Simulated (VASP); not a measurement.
# CdSe (F-43m) in VASP: notebook, part 3 of 3

VASP 6.6.1. Earlier steps stand in the parts before.

## 6. Vibrations by perturbation theory, LDA

This run uses another cell than the first one, of 26.27 Å³/atom.

INCAR

```
PREC = Accurate
ENCUT = 520
EDIFF = 1E-8
ISMEAR = 0
SIGMA = 0.01
LREAL = False
LASPH = True
NELM = 80
ALGO = Normal
ISIF = 2
LWAVE = False
LCHARG = False
GGA = CA
IBRION = 8
NSW = 1
```

KPOINTS

```
Automatic mesh
0
Gamma
  6 6 6
```

POSCAR

```
CdSe
1.0
    2.9728100947      2.9728100947      0.0000000000
   -2.9728100947      2.9728100947      0.0000000000
    0.0000000000      2.9728100947      2.9728100947
Cd Se
1 1
Direct
    0.0000000000      0.0000000000      0.0000000000
    0.7500000000      0.2500000000      0.5000000000
```

Potentials or basis: VASP PAW LDA potentials, release 64 (Cd, Se).

Launch:

```sh
> cat potpaw_LDA.64/Cd/POTCAR potpaw_LDA.64/Se/POTCAR > POTCAR
> mpirun -np 1 vasp_std > vasp.out
```

OUTCAR:

```text
PREC = Accurate
   ENCUT = 520
   EDIFF = 1E-8
   ISMEAR = 0
   LREAL = False
   LASPH = True
   NELM = 80
   ISIF = 2
   GGA = CA
   IBRION = 8
   NSW = 1

 ion  position               nearest neighbor table
   1  0.000  0.000  0.000-   2 2.57   2 2.57   2 2.57   2 2.57
   2  0.750  0.250  0.500-   1 2.57   1 2.57   1 2.57   1 2.57

  LATTYP: Found a face centered cubic cell.
 ALAT       =     5.9456201894

  Lattice vectors:

 A1 = (   0.0000000000,   2.9728100947,   2.9728100947)
 A2 = (   2.9728100947,   0.0000000000,   2.9728100947)
 A3 = (   2.9728100947,   2.9728100947,   0.0000000000)

Analysis of symmetry for initial positions (statically):
=====================================================================
 Subroutine PRICEL returns:
 Original cell was already a primitive cell.

 Routine SETGRP: Setting up the symmetry group for a
 face centered cubic supercell.

 Subroutine GETGRP returns: Found 24 space group operations
 (whereof 24 operations were pure point group operations)
 out of a pool of 48 trial point group operations.

The static configuration has the point symmetry T_d .

Analysis of symmetry for dynamics (positions and initial velocities):
=====================================================================
 Subroutine PRICEL returns:
 Original cell was already a primitive cell.

 Routine SETGRP: Setting up the symmetry group for a
 face centered cubic supercell.

 Subroutine GETGRP returns: Found 24 space group operations
 (whereof 24 operations were pure point group operations)
[... 429 lines left out ...]
 -----------------------------------------------------------------------------------
    total drift:                                0.000001     -0.000000      0.000000

  FREE ENERGIE OF THE ION-ELECTRON SYSTEM (eV)
  ---------------------------------------------------
  free  energy   TOTEN  =        -6.7408272608 eV

  energy  without entropy=       -6.7408272608  energy(sigma->0) =       -6.74082726

[... ionic steps 2 to 3 ...]

--------------------------------------- Ionic step        4  -------------------------------------------

------------------------ aborting loop because EDIFF is reached ----------------------------------------

[... ionic steps 5 to 6 ...]

--------------------------------------- Ionic step        7  -------------------------------------------

 Free energy of the ion-electron system (eV)
  ---------------------------------------------------
  ---------------------------------------------------
  free energy    TOTEN  =        -0.08440873 eV

  energy without entropy =       -0.08440873

------------------------ aborting loop because EDIFF is reached ----------------------------------------

 INTERNAL STRAIN TENSOR  FOR ION    2  DIRECTION 1   (eV/Angst):
 -----------------------------------------------------------------------------
     0.01615  0.00000  0.00000
     0.00000 -0.01643  8.33325
     0.00000  8.33325 -0.01643

 INTERNAL STRAIN TENSOR FOR ION    2 for displacements in x,y,z  (eV/Angst):
          X           Y           Z          XY          YZ          ZX
  --------------------------------------------------------------------------------
  x     0.00000     0.00000     0.00000     0.00000     8.33325     0.00000
  y     0.00000     0.00000     0.00000     0.00000     0.00000     8.33325
  z     0.00000     0.00000     0.00000     8.33325     0.00000     0.00000

 SECOND DERIVATIVES (NOT SYMMETRIZED)
 ------------------------------------
               1X          1Y          1Z          2X          2Y          2Z
  1X    -6.062265    0.000000    0.000000    6.062265    0.000000    0.000000
  1Y     0.000000   -6.062265    0.000000    0.000000    6.062265    0.000000
  1Z     0.000000    0.000000   -6.062265    0.000000    0.000000    6.062265
  2X     6.069033   -0.000000    0.000000   -6.069033    0.000000   -0.000000
  2Y     0.000000    6.069033   -0.000000   -0.000000   -6.069033    0.000000
  2Z     0.000000   -0.000000    6.069033   -0.000000    0.000000   -6.069033

 Eigenvectors and eigenvalues of the dynamical matrix
 ----------------------------------------------------

   1 f  =    5.653803 THz    35.523890 2PiTHz  188.590558 cm-1    23.382239 meV
             X         Y         Z           dx          dy          dz
      0.000000  0.000000  0.000000     0.642130    0.000000   -0.000000
      1.486405  4.459215  1.486405    -0.766596   -0.000000    0.000000
[... 21 lines left out ...]
   6 f/i=    0.001553 THz     0.009757 2PiTHz    0.051797 cm-1     0.006422 meV
             X         Y         Z           dx          dy          dz
      0.000000  0.000000  0.000000    -0.766596   -0.000000   -0.000000
      1.486405  4.459215  1.486405    -0.642130    0.000000    0.000000

--------------------------------------------------------------------------------------------------------

 ELASTIC MODULI CONTR FROM IONIC RELAXATION (kBar)
 Direction    XX          YY          ZZ          XY          YZ          ZX
 --------------------------------------------------------------------------------
 XX          -0.0000     -0.0000     -0.0000     -0.0000     -0.0000     -0.0000
 YY          -0.0000     -0.0000     -0.0000     -0.0000     -0.0000     -0.0000
 ZZ          -0.0000     -0.0000     -0.0000     -0.0000     -0.0000     -0.0000
 XY          -0.0000     -0.0000     -0.0000   -353.2139      0.0000      0.0000
 YZ          -0.0000     -0.0000     -0.0000      0.0000   -353.2139      0.0000
 ZX          -0.0000     -0.0000     -0.0000      0.0000      0.0000   -353.2139
 --------------------------------------------------------------------------------
```

OSZICAR:

```text
N       E                     dE             d eps       ncg     rms          rms(c)
DAV:   1     0.110814092666E+03    0.11081E+03   -0.90693E+03   424   0.124E+03
DAV:   2    -0.235049137179E+01   -0.11316E+03   -0.10793E+03   481   0.296E+02
DAV:   3    -0.709143491108E+01   -0.47409E+01   -0.47328E+01   516   0.636E+01
DAV:   4    -0.711432510182E+01   -0.22890E-01   -0.22889E-01   446   0.449E+00
[... 40 lines left out ...]
RMM:   8    -0.844088356684E-01    0.23967E-06    0.36744E-09  2030   0.127E-04    0.451E-05
RMM:   9    -0.844086585848E-01    0.17708E-06   -0.48745E-09  1934   0.534E-05    0.710E-06
RMM:  10    -0.844087059835E-01   -0.47399E-07   -0.20458E-11  1806   0.885E-06    0.571E-06
RMM:  11    -0.844087352336E-01   -0.29250E-07   -0.96145E-10  1717   0.637E-06    0.188E-06
RMM:  12    -0.844087349803E-01    0.25336E-09    0.40378E-10   988   0.109E-06    0.678E-07
 Linear response finished
```

It took 82 s on 1 thread of Intel Xeon 8259CL, shared host; peak memory 0.24 GiB.

Results:

```yaml
Highest_phonon_frequency_at_Γ_LO-TO_splitting_left_out: 189 cm⁻¹
```

Phonon frequencies in cm⁻¹ (negative: imaginary):
| q point | frequencies |
| --- | --- |
| (0.000, 0.000, 0.000) | 0 0 0 189 189 189 |

Caveat: the cell stands under pressure or tension, which shifts response properties.
